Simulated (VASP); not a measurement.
Write the native input for VASP 6.6.1 that does the following.

```
Task                   : relaxation of cell and atoms
Functional             : LDA
Potentials or basis    : VASP PAW LDA potentials, release 64 (La)
Cutoff                 : 600 eV
k mesh                 : 7 × 7 × 7
Occupations            : methfessel-paxton, width 0.05 eV
Spin                   : no spin polarisation
Dipole correction      : no
Further INCAR settings : ALGO = Normal; EDIFF = 1e-06; IBRION = 2; EDIFFG = -0.01; NSW = 80; ISIF = 3
```

The structure of La lies in POSCAR:

```
La
1.0
    3.4500000000      0.0000000000      0.0000000000
    0.0000000000      3.4500000000      0.0000000000
    0.0000000000      0.0000000000      3.4500000000
La
1
Direct
    0.0000000000      0.0000000000      0.0000000000
```

These files were run (other wordings do the same):

INCAR

```
SYSTEM = La
  ALGO = Normal
  EDIFF = 1E-6
  EDIFFG = -0.01
  ENCUT = 600
  GGA = CA
  IBRION = 2
  ISIF = 3
  ISMEAR = 1
  LASPH = .True.
  LCHARG = .False.
  LREAL = .False.
  LWAVE = .False.
  NELM = 100
  NSW = 80
  PREC = Accurate
  SIGMA = 0.05
```

KPOINTS

```
k-points
0
Gamma
  7 7 7
  0 0 0
```

Potentials or basis: VASP PAW LDA potentials, release 64 (La).

Launch:

```console
$ cat potpaw_LDA.64/La/POTCAR > POTCAR
$ mpirun -np 1 vasp_std > vasp.out
```

Results of the run:

- Relaxed volume: 31.39 Å³/atom
- Relaxed cell: a = 3.155 Å, b = 3.155 Å, c = 3.155 Å, α = 90.00°, β = 90.00°, γ = 90.00°
- Space group after relaxing (to 0.05 Å): Pm-3m (No. 221)
- Energy gained by relaxing: 195.0 meV/atom
- Ionic steps: 14
- Pressure after relaxing: 0.0 GPa

Caveat: the volume moved by over 15 % at a fixed basis, so the end points are rough.

It took 41 s on 1 thread of Intel Xeon 6975P-C, on a shared host, peak memory 0.16 GiB.
